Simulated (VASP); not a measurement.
## Ir: single point with PBE

The system is Ir.

```xyz
2
Lattice="2.9715 0.0000 0.0000 -1.4857 2.5734 0.0000 0.0000 0.0000 4.6408" Properties=species:S:1:pos:R:3 pbc="T T T"
Ir    1.4857    0.8578    3.4806
Ir    0.0000    1.7156    1.1602
```

This cell differs from its parent crystal: strain +0.080 along x and y, +0.040 along z.

```json
{
  "Program": "VASP 6.6.1",
  "Task": "single point",
  "Functional": "PBE",
  "Potentials or basis": "VASP PAW PBE potentials, release 64 (Ir)",
  "Cutoff": "520 eV",
  "k mesh": "18 × 18 × 12",
  "Occupations": "gaussian, width 0.15 eV",
  "Spin": "no spin polarisation",
  "Dipole correction": "no",
  "Further INCAR settings": "ALGO = Fast; EDIFF = 1e-07; NBANDS = 16"
}
```

```
Pressure               : -39.9 GPa
Band gap on the k mesh : zero (band 9 reaches 7.59 eV, above the bottom of band 10 at 5.34 eV)
```

Stress tensor (GPa, compression positive):
```
-41.02   0.00   0.00
  0.00 -41.02   0.00
  0.00   0.00 -37.73
```

Levels at points of the mesh, in eV from the Fermi level:
```
           k point  band 6  band 7  band 8  band 9  band 10  band 11  band 12  band 13
(0.00, 0.00, 0.00)   -2.20   -2.20   -1.93   -1.93     0.13     0.16     0.16     5.64
(0.50, 0.00, 0.00)   -2.38   -1.96    0.25    0.60     0.72     2.10     3.16     7.26
(0.00, 0.00, 0.50)   -2.88   -2.88   -2.88   -0.37    -0.37    -0.37    -0.37    13.19
(0.50, 0.00, 0.50)   -1.62   -0.56   -0.56    0.47     0.47     1.70     1.70     5.71
```

It took 55 s on 1 thread of Intel(R) Xeon(R) 6975P-C (Granite Rapids), with other jobs on the host, peak memory 0.25 GiB.

Caveat: the cell differs from its parent crystal (strain +0.080 along x and y, +0.040 along z); spin-orbit coupling is left out, which moves the levels of the heavy elements.
